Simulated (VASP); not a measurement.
## Pt: single point with PBEsol

Crystal: Pt.

```xyz
1
Lattice="0.0000 1.9581 1.9581 1.9581 0.0000 1.9581 1.9581 1.9581 0.0000" Properties=species:S:1:pos:R:3 pbc="T T T"
Pt    0.0000    0.0000    0.0000
```

- Program: VASP 6.6.1
- Task: single point
- Functional: PBEsol
- Potentials or basis: VASP PAW PBE potentials, release 64 (Pt)
- Cutoff: 500 eV
- k mesh: 11 × 11 × 11
- Occupations: methfessel-paxton, width 0.05 eV
- Spin: no spin polarisation
- Dipole correction: no
- Further INCAR settings: ALGO = Normal; EDIFF = 1e-06; NBANDS = 11

```json
{
  "Pressure": "-0.4 GPa",
  "Band gap on the k mesh": "zero (bands 5 and 6 overlap by 2.13 eV)"
}
```

Levels at points of the mesh, in eV from the Fermi level:
```
           k point  band 3  band 4  band 5  band 6  band 7  band 8
(0.00, 0.00, 0.00)   -3.78   -3.78   -1.58   -1.58   14.68   19.66
```

It took 12 s on 1 thread of Intel Xeon 8259CL, on a shared host, peak memory 0.13 GiB.

Caveat: the PAW data sets were made with another functional, which shifts forces and pressure a little; spin-orbit coupling is left out, which moves the levels of the heavy elements.
